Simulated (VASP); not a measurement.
A run of VASP 6.6.1 is set up as follows.

The input INCAR:

```
SYSTEM = CuAu
  ALGO = Normal
  EDIFF = 1E-6
  EDIFFG = -0.005
  ENCUT = 600
  GGA = PS
  IBRION = 2
  ISIF = 3
  ISMEAR = 0
  LASPH = .TRUE.
  LCHARG = .FALSE.
  LREAL = .FALSE.
  LWAVE = .FALSE.
  NELM = 100
  NSW = 70
  PREC = Accurate
  SIGMA = 0.1
```

File KPOINTS:

```
k-points
0
G
  14 14 12
  0 0 0
```

POSCAR

```
CuAu
1.0
    2.8920326470      0.0000000000      0.0000000000
    0.0000000000      2.8920326470      0.0000000000
    0.0000000000      0.0000000000      3.5876026256
Cu Au
1 1
Direct
    0.5000000000      0.5000000000      0.5000000000
    0.0000000000      0.0000000000      0.0000000000
```

Potentials or basis: VASP PAW PBE potentials, release 64 (Cu, Au).

The run is started by

```sh
$ cat potpaw_PBE.64/Cu/POTCAR potpaw_PBE.64/Au/POTCAR > POTCAR
$ mpirun -np 1 vasp_std > vasp.out
```

Q: Estimate the space group after relaxing (to 0.05 Å).

A: P4/mmm (No. 123).

Q: What does it give for the band gap on the k mesh?

A: Zero (band 11 reaches 14.11 eV, above the bottom of band 12 at 6.80 eV).

Q: Estimate the relaxed cell.

A: a = 2.832 Å, b = 2.832 Å, c = 3.545 Å, α = 90.00°, β = 90.00°, γ = 90.00°.

Q: Predict the relaxed volume.

A: 14.22 Å³/atom.

Final structure:
```
CELL_PARAMETERS angstrom
2.83188 0.00000 0.00000
0.00000 2.83188 0.00000
0.00000 0.00000 3.54515
ATOMIC_POSITIONS crystal
Cu 0.50000 0.50000 0.50000
Au 0.00000 0.00000 0.00000
```

Caveat: the PAW data sets were made with another functional, which shifts forces and pressure a little; spin-orbit coupling is left out, which moves the levels of the heavy elements.
